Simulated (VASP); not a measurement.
# SiC6 in VASP: further runs

SiC6 is run at these levels: PBE; tasks: single point.

Everything below comes from runs of VASP 6.6.1. Logs are shortened: lines on timing, memory, paths and dates and some standing lists are left out, and cuts for length are marked.

### 1 The cell of the first run

The cell holds an amorphous packing of atoms, 14 atoms: a = 5.263 Å, b = 5.133 Å, c = 5.339 Å, α = 87.44°, β = 86.81°, γ = 90.85°.

### 2 Single point, PBE

The input, INCAR:

```
PREC = Accurate
ENCUT = 520
EDIFF = 1E-6
ISMEAR = -1
SIGMA = 0.3447
LREAL = F
LASPH = T
NELM = 60
ALGO = Normal
ISIF = 2
LWAVE = F
LCHARG = F
GGA = PE
ISYM = 0
NBANDS = 41
```

The input, KPOINTS:

```
Automatic mesh
0
Gamma
  1 1 1
  0.25 0.25 0.25
```

The input, POSCAR:

```
SiC6
1.0
    5.2607330000     -0.0401340000      0.1481530000
   -0.0401340000      5.1317960000      0.1176100000
    0.1481530000      0.1176100000      5.3357620000
Si C
2 12
Direct
    0.7495315525      0.2265605067      0.0032088895
    1.0850856095      0.4936383315      0.6753559300
    0.6404113108      0.4386473458      0.5175714038
    0.4554029093      0.5834991264     -0.0728028423
    0.2014424203      0.1660268986     -0.1007098372
    0.2256320826      0.7477206986     -0.1163130030
    0.7226136714      0.6759072856      0.8195397697
    0.1854865928      0.7133799786      0.1447648875
    0.8313141588      0.2538339885      0.4819378934
    0.5320104063      0.6167993846      0.3766439145
    0.2577842463      0.5079344673      0.3290608385
    0.9147143066      1.0127798345      0.4246972213
    1.0893820785      0.9040689280      0.3215368733
    0.3087198365      0.3448434408      0.0873307679
```

Potentials or basis: VASP PAW PBE potentials, release 64 (Si, C).

Started as:

```console
cat potpaw_PBE.64/Si/POTCAR potpaw_PBE.64/C/POTCAR > POTCAR
mpirun -np 1 vasp_std > vasp.out
```

OUTCAR:

```text
PREC = Accurate
   ENCUT = 520
   EDIFF = 1E-6
   ISMEAR = -1
   LREAL = F
   LASPH = T
   NELM = 60
   ISIF = 2
   GGA = PE
   ISYM = 0

 ion  position               nearest neighbor table
   1  0.750  0.227  0.003-  14 2.43   5 2.44   4 2.45   7 2.47   2 2.73
   2  0.085  0.494  0.675-   6 1.92  11 2.01   5 2.14   9 2.14   7 2.25   4 2.48   3 2.55   1 2.73

   3  0.640  0.439  0.518-  10 1.32   9 1.40   2 2.55
   4  0.455  0.583  0.927-   6 1.51   7 1.55  14 1.62   8 1.93   1 2.45   2 2.48
   5  0.201  0.166  0.899-  14 1.52   2 2.14   1 2.44
   6  0.226  0.748  0.884-   8 1.40   4 1.51   2 1.92
   7  0.723  0.676  0.820-   4 1.55   2 2.25   1 2.47
   8  0.185  0.713  0.145-   6 1.40  13 1.47  11 1.48   4 1.93  14 2.04
   9  0.831  0.254  0.482-  12 1.36   3 1.40   2 2.14
  10  0.532  0.617  0.377-   3 1.32  11 1.58
  11  0.258  0.508  0.329-   8 1.48  10 1.58  14 1.58   2 2.01
  12  0.915  0.013  0.425-  13 1.20   9 1.36
  13  0.089  0.904  0.322-  12 1.20   8 1.47
  14  0.309  0.345  0.087-   5 1.52  11 1.58   4 1.62   8 2.04   1 2.43

IMPORTANT INFORMATION: All symmetrisations will be switched off!
NOSYMM: (Re-)initialisation of all symmetry stuff for point group C_1.

----------------------------------------------------------------------------------------

                                     Primitive cell

  volume of cell :     143.8542

  direct lattice vectors                    reciprocal lattice vectors
     5.260733000 -0.040134000  0.148153000     0.190249624  0.001609753 -0.005317961
    -0.040134000  5.131796000  0.117610000     0.001609753  0.194975659 -0.004342318
     0.148153000  0.117610000  5.335762000    -0.005317961 -0.004342318  0.187658027

  length of vectors
     5.262971760  5.133300404  5.339113929     0.190330743  0.195030650  0.187783577

  position of ions in fractional coordinates (direct lattice)
     0.749531553  0.226560507  0.003208890
     0.085085609  0.493638332  0.675355930
     0.640411311  0.438647346  0.517571404
     0.455402909  0.583499126  0.927197158
     0.201442420  0.166026899  0.899290163
     0.225632083  0.747720699  0.883686997
     0.722613671  0.675907286  0.819539770
     0.185486593  0.713379979  0.144764888
     0.831314159  0.253833988  0.481937893
     0.532010406  0.616799385  0.376643915
     0.257784246  0.507934467  0.329060838
     0.914714307  0.012779835  0.424697221
     0.089382079  0.904068928  0.321536873
     0.308719837  0.344843441  0.087330768

  ion indices of the primitive-cell ions
   primitive index   ion index
[... 76 lines left out ...]
   EFERMI =   0.00;   METHOD = LEGACY
   ISMEAR =    -1;   SIGMA  =   0.34  broadening in eV -4-tet -1-fermi 0-gaus
   EFERMI_NEDOS =   21; number of points for ismear=-14 and -15
   IALGO  =     38    algorithm
   IMIX   =      4    mixing-type and parameters
     AMIX     =   0.40;   BMIX     =  1.00
     AMIX_MAG =   1.60;   BMIX_MAG =  1.00
  volume/ion in A,a.u.               =      10.28        69.34
  Fermi-wavevector in a.u.,A,eV,Ry     =   1.195354  2.258892 19.440982  1.428872
  Thomas-Fermi vector in A             =   2.331322
   LORBIT       =      0    0 simple, 1 ext, 2 COOP (PROOUT), +10 PAW based schemes
   GGA     = PE    functional components
   LHFCALC =     F    Hartree Fock is set to
   AEXX    =    0.0000 exact exchange contribution
   IVDW    =     0    specifies the selected vdW correction
   LEPSILON=     F    determine dielectric tensor
   LRPA    =     F    only Hartree local field effects (RPA)
 non-spin polarized calculation
  energy-cutoff  :      520.00
  volume of cell :      143.85
 maximum number of plane-waves:      3877
 NGX is ok and might be reduce to    40
   NGX = 19   NGY = 19   NGZ = 19

 number of electron      56.0000000 magnetization

 Free energy of the ion-electron system (eV)
  ---------------------------------------------------
  ext. energy  EPLUGINS =         0.00000000
  ---------------------------------------------------
  free energy    TOTEN  =       -96.53417219 eV

  energy without entropy =      -95.10395561  energy(sigma->0) =      -95.81906390

 E-fermi :   5.2164     XC(G=0): -10.4763

 val. band max:        4.7342053635   @ k =   0.2500   0.2500   0.2500
 cond. band min:       5.7177961866   @ k =   0.2500   0.2500   0.2500
 fundamental gap:      0.9835908231
 Fermi energy:         5.2164212614

 k-point     1 :       0.2500    0.2500    0.2500
  band No.  band energies     occupation
      1     -14.2198      2.00000
      2     -11.7591      2.00000
      3     -10.8541      2.00000
      4     -10.1346      2.00000
      5      -9.0721      2.00000
      6      -7.9119      2.00000
[... 32 lines left out ...]
     39      10.2513      0.00000
     40      10.4218      0.00000
 [bands above 40 left out]

------------------------ aborting loop because EDIFF is reached ----------------------------------------

  FORCE on cell =-STRESS in cart. coord.  units (eV):
  Direction    XX          YY          ZZ          XY          YZ          ZX
  --------------------------------------------------------------------------------------
  -------------------------------------------------------------------------------------
  Total        2.5690424     -8.7235527      1.0825721     -7.8969395     -4.6777710      4.8433739
  in kB       28.6127277    -97.1586313     12.0571548    -87.9522210    -52.0987077     53.9431112
  external PRESSURE =     -18.8295829 kB  Pullay stress =       0.0000000 kB

 VOLUME and BASIS-vectors are now :
 -----------------------------------------------------------------------------
  energy-cutoff  :      520.00
  volume of cell :      143.85
      direct lattice vectors                 reciprocal lattice vectors
     5.260733000 -0.040134000  0.148153000     0.190249624  0.001609753 -0.005317961
    -0.040134000  5.131796000  0.117610000     0.001609753  0.194975659 -0.004342318
     0.148153000  0.117610000  5.335762000    -0.005317961 -0.004342318  0.187658027

 POSITION                                       TOTAL-FORCE (eV/Angst)
 -----------------------------------------------------------------------------------
      3.93447      1.13296      0.15481         0.805990      0.438529     -0.628304
      0.52786      2.60927      3.67420        -1.238125     -1.119910     -0.385605
      3.42811      2.28622      2.90811         2.781406     -1.794066     -1.206640
      2.50970      3.08517      5.08340         3.572106      0.638129     -1.084087
      1.18630      0.94970      4.84777        -0.580685      2.221819      0.818057
      1.28790      3.93202      4.83651         0.482922      1.113505      0.455171
      3.89577      3.53600      4.55942        -2.273731     -3.925394      1.197460
      0.96861      3.67050      0.88381        -3.724845      4.338655      4.065503
      4.43453      1.32594      2.72452        -1.827718      1.079082      1.781339
      2.82981      3.18823      2.16104        -2.328336     -0.667433      0.073995
      1.38450      2.63497      1.85372         2.262112     -0.616695     -1.095262
      4.87447      0.07882      2.40310        -3.690826      4.428129      2.460551
      0.48157      4.67373      1.83521         4.187063     -4.284282     -4.863587
      1.62319      1.76755      0.55227         1.572666     -1.850069     -1.588592
 -----------------------------------------------------------------------------------
    total drift:                               -0.000089      0.000426      0.000230

  FREE ENERGIE OF THE ION-ELECTRON SYSTEM (eV)
  ---------------------------------------------------
  free  energy   TOTEN  =       -96.5341721878 eV

  energy  without entropy=      -95.1039556099  energy(sigma->0) =      -95.81906390
```

Wall time 18 s (1 thread of Intel Xeon 8259CL, shared host); peak memory 0.22 GiB.

Results:

* Free energy: -96.5342 eV
* Pressure: -1.9 GPa
* Largest force: 7.716 eV/Å
* Band gap on the k mesh: 0.98 eV

Forces on the atoms (eV/Å):
```
Si   0.806  0.439 -0.628
Si  -1.238 -1.120 -0.386
C    2.781 -1.794 -1.207
C    3.572  0.638 -1.084
C   -0.581  2.222  0.818
C    0.483  1.114  0.455
C   -2.274 -3.925  1.197
C   -3.725  4.339  4.066
C   -1.828  1.079  1.781
C   -2.328 -0.667  0.074
C    2.262 -0.617 -1.095
C   -3.691  4.428  2.461
C    4.187 -4.284 -4.864
C    1.573 -1.850 -1.589
```

Caveat: the k points lie up to 1.23 Å⁻¹ apart.

### 3 Single point, PBE

The input, INCAR:

```
ALGO = Normal
EDIFF = 1E-7
ENCUT = 520
GGA = PE
ISIF = 2
ISMEAR = -1
ISYM = 0
LASPH = True
LCHARG = True
LELF = True
LREAL = False
LVHAR = True
LWAVE = False
NBANDS = 41
NELM = 100
PREC = Accurate
SIGMA = 0.3447
```

KPOINTS is that of step 2.

The input, POSCAR:

```
SiC6
1.0
    5.2607330000     -0.0401340000      0.1481530000
   -0.0401340000      5.1317960000      0.1176100000
    0.1481530000      0.1176100000      5.3357620000
Si C
2 12
Direct
    0.4736777445      0.0636163162     -0.2417768435
    0.8759699158      0.6983535533      0.8258413827
    0.7344170986      0.9156296107      0.3982545895
    0.3709180695      0.8269667134      0.0305667344
    0.0037311237      0.3441873721     -0.0660116876
    0.0717817882      0.9432985407     -0.0065707632
    0.4946460862      0.5947322272      0.9398661787
    0.0232834140      1.0106265429      0.2932081125
    0.8030087318      0.6061457184      0.4877627693
    0.4834544769      0.9489479995      0.2956076367
    0.2390246854      1.0205642518      0.4100711790
    0.7666181484      1.4149796331      0.3402995611
    0.9560199509      1.2962668351      0.1933249335
    0.3383031124      0.4058993563     -0.1779375550
```

Potentials or basis: VASP PAW PBE potentials, release 64 (Si, C).

Started as:

```console
cat potpaw_PBE.64/Si/POTCAR potpaw_PBE.64/C/POTCAR > POTCAR
mpirun -np 1 vasp_std > vasp.out
```

It took 25 s on 1 thread of Intel Xeon 8259CL, shared host; peak memory 0.22 GiB.

The run converged. Its results:

```
Free energy            : -103.0287 eV
Pressure               : -11.2 GPa
Largest force          : 9.775 eV/Å
Band gap on the k mesh : 0.30 eV
```

Forces in eV/Å, atoms in the order of the input:
```
Si  -1.813  1.743 -2.721
Si  -1.403 -3.592  0.097
C   -0.325 -1.304  1.565
C    0.199  2.525  0.627
C    3.329  1.786 -0.060
C    2.695 -2.931  1.293
C   -1.554 -0.922 -1.949
C   -6.924  1.276 -4.377
C   -0.895  3.360  0.475
C   -3.728 -0.907 -2.480
C    8.505 -1.526  4.571
C    2.587  0.805 -0.137
C   -1.787 -0.414  0.802
C    1.115  0.099  2.294
```

Stress tensor (GPa, compression positive):
```
-28.69  -6.88  -2.95
 -6.88  -2.33  -0.56
 -2.95  -0.56  -2.52
```

Levels at points of the mesh, in eV from the valence-band top:
| k point | band 25 | band 26 | band 27 | band 28 | band 29 | band 30 | band 31 | band 32 |
| --- | --- | --- | --- | --- | --- | --- | --- | --- |
| (0.25, 0.25, 0.25) | -2.16 | -1.74 | -0.94 | 0.00 | 0.30 | 1.15 | 1.67 | 1.96 |

Caveat: the k points lie up to 1.23 Å⁻¹ apart.

### 4 Single point, PBE

The input, INCAR:

```
SYSTEM = SiC6
PREC     = Accurate       ! precision mode
ENCUT    = 520            ! plane-wave cutoff, eV
EDIFF    = 1E-7           ! SCF threshold, eV
ISMEAR   = -1             ! smearing method
SIGMA    = 0.3447         ! smearing width, eV
LREAL    = .FALSE.        ! projectors in reciprocal space
LASPH    = .TRUE.         ! aspherical terms in the spheres
NELM     = 60             ! most SCF steps
ALGO     = Normal         ! electronic algorithm
ISIF     = 2              ! what is computed and relaxed
LWAVE    = .FALSE.        ! write WAVECAR
LCHARG   = .FALSE.        ! write CHGCAR
GGA      = PE             ! functional
ISYM     = 0            
NBANDS   = 41             ! bands
```

KPOINTS is that of step 3.

The input, POSCAR:

```
SiC6
1.0
    5.2607330000     -0.0401340000      0.1481530000
   -0.0401340000      5.1317960000      0.1176100000
    0.1481530000      0.1176100000      5.3357620000
Si C
2 12
Direct
    0.5669740042      0.1522851281     -0.2327461670
    0.9301659958      0.7307566248      0.9548793276
    0.8916668802      0.9722788543      0.4436903596
    0.5146930493      0.8457076203      0.0997679446
    0.2472515090      0.3540165560     -0.0338708773
    0.2481866614      0.9443569865      0.1128162344
    0.6019286842      0.6678283319      0.9574529691
    0.1695125166      0.9952702532      0.3715016670
    1.0201958785      0.7351634635      0.5110927633
    0.6387319994      0.9858403457      0.3281891612
    0.4240848320      0.9976677857      0.4796077583
    1.1407940490      1.4749279383      0.3557123921
    1.0244489335      1.4369629391      0.1230130965
    0.4712955561      0.4416207571     -0.1823795491
```

Started as:

```console
cat potpaw_PBE.64/Si/POTCAR potpaw_PBE.64/C/POTCAR > POTCAR
mpirun -np 1 vasp_std > vasp.out
```

Wall time 20 s (1 thread of Intel Xeon 8259CL, shared host); peak memory 0.22 GiB.

It converged, with:

```
Free energy            : -100.7042 eV
Pressure               : 2.2 GPa
Largest force          : 10.034 eV/Å
Band gap on the k mesh : 0.87 eV
```

Forces on the atoms (eV/Å):
```
Si   2.436 -7.468 -3.305
Si   4.921  0.379 -2.921
C   -1.649 -0.272  0.654
C   -4.406  5.789  2.751
C   -0.322 -0.634  0.729
C   -1.648 -0.563 -1.820
C    0.234 -4.619 -5.086
C    1.017 -1.029  0.170
C    0.835 -2.671  1.620
C   -0.059 -1.654 -1.164
C   -0.557  3.444  2.842
C   -2.736  1.686  0.454
C    4.861 -0.458 -0.120
C   -2.925  8.071  5.195
```

Stress tensor (GPa, compression positive):
```
 -6.61 -14.31  -1.93
-14.31  16.73  -2.43
 -1.93  -2.43  -3.44
```

Levels at points of the mesh, in eV from the valence-band top:
| k point | band 26 | band 27 | band 28 | band 29 | band 30 | band 31 |
| --- | --- | --- | --- | --- | --- | --- |
| (0.25, 0.25, 0.25) | -1.36 | -0.84 | 0.00 | 0.87 | 1.06 | 1.68 |

Caveat: the k points lie up to 1.23 Å⁻¹ apart.
